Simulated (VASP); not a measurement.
# GaSi16 (a cell with a defect) in VASP: single point with PBE+D3(BJ)

Aim: the single point of GaSi16 (a cell with a defect) with PBE+D3(BJ).

Everything below comes from runs of VASP 6.6.1. Logs are shortened: lines on timing, memory, paths and dates and some standing lists are left out, and cuts for length are marked.

### 1 The cell of the first run

The cell holds a defect, 17 atoms: a = 7.679 Å, b = 7.679 Å, c = 7.679 Å, α = 60.00°, β = 60.00°, γ = 60.00°.

### 2 Single point, PBE+D3(BJ), collinear spin, zero start

The input, INCAR:

```
SYSTEM = GaSi16
PREC     = Accurate       ! precision mode
ENCUT    = 520            ! plane-wave cutoff, eV
EDIFF    = 1E-6           ! SCF threshold, eV
ISMEAR   = 0              ! smearing method
SIGMA    = 0.05           ! smearing width, eV
LREAL    = Auto         
LASPH    = .TRUE.         ! aspherical terms in the spheres
NELM     = 150            ! most SCF steps
ALGO     = Normal         ! electronic algorithm
ISIF     = 2              ! what is computed and relaxed
LWAVE    = .FALSE.        ! write WAVECAR
LCHARG   = .TRUE.         ! write CHGCAR
ISPIN    = 2              ! spin polarisation
MAGMOM   = 0 0 0 0 0 0 0 0 0 0 0 0 0 0 0 0 0 ! initial moments
LORBIT   = 11             ! projections on sites
GGA      = PE             ! functional
IVDW     = 12             ! dispersion correction
LELF     = .TRUE.         ! ELF
LVHAR    = .TRUE.       
NBANDS   = 56             ! bands
```

The input, KPOINTS:

```
regular mesh
0
G
  2 2 2
  0 0 0
```

The input, POSCAR:

```
GaSi16
1.0
    0.0000000000      5.4300000000      5.4300000000
    5.4300000000      0.0000000000      5.4300000000
    5.4300000000      5.4300000000      0.0000000000
Si Ga
16 1
Direct
    0.0198297422      0.0199481584     -0.0597459484
    0.1143576427      0.1144642726      0.1152476980
   -0.0013851750     -0.0012312155      0.4886302947
    0.1447974217      0.1449633517      0.5651543278
   -0.0311179558      0.5103220074      0.0104234807
    0.1143449355      0.6559058932      0.1152007366
   -0.0013404236      0.5138702578      0.4885792818
    0.1108529466      0.6259864641      0.6370509208
    0.5101670350     -0.0309666667      0.0103642726
    0.6557502762      0.1145119705      0.1151268877
    0.5137160221     -0.0011523020      0.4885106814
    0.6258258748      0.1110321363      0.6369973297
    0.5101469613      0.5103626151      0.0103480663
    0.6047840700      0.6049706262      0.1851676796
    0.4797920810      0.4799626151      0.5602296501
    0.6258713628      0.6260667587      0.6369755985
    0.3122732965      0.3124290976      1.0627915285
```

Potentials or basis: VASP PAW PBE potentials, release 64 (Si, Ga_d).

The run is started by

```bash
$ cat potpaw_PBE.64/Si/POTCAR potpaw_PBE.64/Ga_d/POTCAR > POTCAR
$ mpirun -np 1 vasp_std > vasp.out
```

OUTCAR:

```text
SYSTEM = GaSi16
   PREC = Accurate
   ENCUT = 520
   EDIFF = 1E-6
   ISMEAR = 0
   LREAL = Auto
   LASPH = .TRUE.
   NELM = 150
   ISIF = 2
   ISPIN = 2
   LORBIT = 11
   GGA = PE
   IVDW = 12
 IVDW          = 12

 ion  position               nearest neighbor table
   1  0.020  0.020  0.940-   6 2.31   2 2.31  10 2.31   4 2.35
   2  0.114  0.114  0.115-   1 2.31   3 2.34  17 2.42   9 2.49   5 2.49
   3  0.999  0.999  0.489-   4 2.33   8 2.34  12 2.34   2 2.34
   4  0.145  0.145  0.565-   7 2.33   3 2.33  11 2.33   1 2.35
   5  0.969  0.510  0.010-  14 2.31   8 2.34  17 2.42   6 2.49   2 2.49
   6  0.114  0.656  0.115-   1 2.31   7 2.34  17 2.42  13 2.49   5 2.49
   7  0.999  0.514  0.489-   4 2.33   8 2.34  16 2.34   6 2.34
   8  0.111  0.626  0.637-  15 2.33   3 2.34   7 2.34   5 2.34
   9  0.510  0.969  0.010-  14 2.31  12 2.34  17 2.42   2 2.49  10 2.49
  10  0.656  0.115  0.115-   1 2.31  11 2.34  17 2.42   9 2.49  13 2.49
  11  0.514  0.999  0.489-   4 2.33  16 2.34  12 2.34  10 2.34
  12  0.626  0.111  0.637-  15 2.33   3 2.34  11 2.34   9 2.34
  13  0.510  0.510  0.010-  14 2.31  16 2.34  17 2.42   6 2.49  10 2.49
  14  0.605  0.605  0.185-   9 2.31  13 2.31   5 2.31  15 2.35
  15  0.480  0.480  0.560-  12 2.33   8 2.33  16 2.33  14 2.35
  16  0.626  0.626  0.637-  15 2.33  11 2.34   7 2.34  13 2.34
  17  0.312  0.312  0.063-   5 2.42  13 2.42   9 2.42  10 2.42   2 2.42   6 2.42

  LATTYP: Found a face centered cubic cell.
 ALAT       =    10.8600000000

  Lattice vectors:

 A1 = (   0.0000000000,   5.4300000000,   5.4300000000)
 A2 = (   5.4300000000,   0.0000000000,   5.4300000000)
 A3 = (   5.4300000000,   5.4300000000,   0.0000000000)

Analysis of symmetry for initial positions (statically):
=====================================================================
 Subroutine PRICEL returns:
 Original cell was already a primitive cell.

 Routine SETGRP: Setting up the symmetry group for a
 face centered cubic supercell.

 Subroutine GETGRP returns: Found  1 space group operations
 (whereof  1 operations were pure point group operations)
 out of a pool of 48 trial point group operations.

The static configuration has the point symmetry C_1 .

Analysis of symmetry for dynamics (positions and initial velocities):
=====================================================================
 Subroutine PRICEL returns:
 Original cell was already a primitive cell.

 Routine SETGRP: Setting up the symmetry group for a
 face centered cubic supercell.

 Subroutine GETGRP returns: Found  1 space group operations
 (whereof  1 operations were pure point group operations)
 out of a pool of 48 trial point group operations.

The dynamic configuration has the point symmetry C_1 .

Analysis of structural, dynamic, and magnetic symmetry:
[... 173 lines left out ...]
  energy without entropy =      -84.91400698  energy(sigma->0) =      -84.92063587

 E-fermi :   6.7236     XC(G=0):  -9.7486

 val. band max:        6.6923976669   @ k =   0.0000   0.5000   0.0000
 cond. band min:       6.7436630367   @ k =   0.0000   0.0000   0.0000
 fundamental gap:      0.0512653697
 Fermi energy:         6.7236117364

 spin component 1

 k-point     1 :       0.0000    0.0000    0.0000
  band No.  band energies     occupation
      1      -8.6546      1.00000
      2      -8.6546      1.00000
      3      -8.5688      1.00000
      4      -8.4837      1.00000
      5      -8.4836      1.00000
      6      -6.0512      1.00000
[... 413 lines left out ...]
     49      10.3460      0.00000
     50      10.4891      0.00000
 Fermi energy:         6.7236117364

 spin component 2

 k-point     1 :       0.0000    0.0000    0.0000
  band No.  band energies     occupation
      1      -8.6546      1.00000
      2      -8.6546      1.00000
      3      -8.5688      1.00000
      4      -8.4837      1.00000
      5      -8.4837      1.00000
      6      -6.0512      1.00000
[... 413 lines left out ...]
     49      10.3460      0.00000
     50      10.4891      0.00000
 [bands above 50 left out]

------------------------ aborting loop because EDIFF is reached ----------------------------------------

 Edisp (eV)   -5.62329

 E8    (eV) :    -2.3446

  FORCE on cell =-STRESS in cart. coord.  units (eV):
  Direction    XX          YY          ZZ          XY          YZ          ZX
  --------------------------------------------------------------------------------------
  -------------------------------------------------------------------------------------
  Total       5.71244     5.71007     5.71037    -1.89663     1.89595     1.90538
  in kB      28.58265    28.57082    28.57231    -9.48995     9.48656     9.53374
  external pressure =       28.58 kB  Pullay stress =        0.00 kB

 VOLUME and BASIS-vectors are now :
 -----------------------------------------------------------------------------
  energy-cutoff  :      520.00
  volume of cell :      320.21
      direct lattice vectors                 reciprocal lattice vectors
     0.000000000  5.430000000  5.430000000    -0.092081031  0.092081031  0.092081031
     5.430000000  0.000000000  5.430000000     0.092081031 -0.092081031  0.092081031
     5.430000000  5.430000000  0.000000000     0.092081031  0.092081031 -0.092081031

 POSITION                                       TOTAL-FORCE (eV/Angst)
 -----------------------------------------------------------------------------------
      5.21390      5.21326      0.21599         0.008071      0.007708     -0.008756
      1.24734      1.24676      1.24250        -0.002155     -0.002675     -0.037536
      8.07658      8.07574     10.84579        -0.003394     -0.002943      0.004966
      3.85594      3.85504      1.57340        -0.000731     -0.000070      0.001022
      2.82765      5.31763      8.03208         0.001643     -0.038896     -0.002202
      4.18711      1.24643      4.18246         0.037407     -0.001742      0.001916
[... 9 lines left out ...]
      6.85832      6.85726      6.79802         0.002182      0.002942     -0.004759
      2.03745      2.03660      3.39213         0.000686      0.000967     -0.000455
 -----------------------------------------------------------------------------------
    total drift:                                0.001285     -0.001521     -0.002342

  FREE ENERGIE OF THE ION-ELECTRON SYSTEM (eV)
  ---------------------------------------------------
  free  energy   TOTEN  =       -90.5505500107 eV

  energy  without entropy=      -90.5372922415  energy(sigma->0) =      -90.54392113

 total charge

# of ion       s       p       d       tot
------------------------------------------
    1        0.760   0.956   0.000   1.716
    2        0.760   0.913   0.000   1.672
    3        0.745   0.948   0.000   1.693
    4        0.744   0.949   0.000   1.693
    5        0.760   0.913   0.000   1.672
    6        0.760   0.913   0.000   1.672
[... 9 lines left out ...]
   16        0.745   0.948   0.000   1.693
   17        1.031   0.850  10.042  11.923
--------------------------------------------------
tot         13.067  15.826  10.042  38.936

 magnetization (x)

# of ion       s       p       d       tot
------------------------------------------
    1        0.000   0.000   0.000   0.000
    2        0.000   0.000   0.000   0.000
    3       -0.000  -0.000   0.000  -0.000
    4       -0.000   0.000   0.000  -0.000
    5        0.000   0.000   0.000   0.000
    6        0.000   0.000   0.000   0.000
[... 9 lines left out ...]
   16       -0.000  -0.000   0.000  -0.000
   17        0.000   0.000   0.000   0.000
--------------------------------------------------
tot          0.000   0.000   0.000   0.000
```

Run time: 18 min. Hardware: 1 thread of Intel Xeon 8259CL, shared host; peak memory 0.72 GiB.

Results:

- Free energy: -90.5506 eV
- Pressure: 2.9 GPa
- Largest force: 0.039 eV/Å
- Net moment: 0.00 μB per cell
- Valence electrons inside the program's atomic spheres: Si 1.72, 1.67, 1.69 (each value once); Ga 11.92
- Dispersion energy per atom: -0.331 eV

Forces on the atoms (eV/Å):
```
Si   0.008  0.008 -0.009
Si  -0.002 -0.003 -0.038
Si  -0.003 -0.003  0.005
Si  -0.001  0.000  0.001
Si   0.002 -0.039 -0.002
Si   0.037 -0.002  0.002
Si  -0.004 -0.003  0.003
Si   0.003  0.004 -0.002
Si  -0.038  0.001 -0.002
Si  -0.002  0.038  0.002
Si  -0.003 -0.004  0.003
Si   0.004  0.003 -0.002
Si   0.002  0.002  0.039
Si  -0.007 -0.007  0.007
Si   0.002  0.001 -0.002
Si   0.002  0.003 -0.005
Ga   0.001  0.001  0.000
```

Stress tensor (GPa, compression positive):
```
 2.86 -0.95  0.95
-0.95  2.86  0.95
 0.95  0.95  2.86
```

Caveat: the k points lie up to 0.50 Å⁻¹ apart.
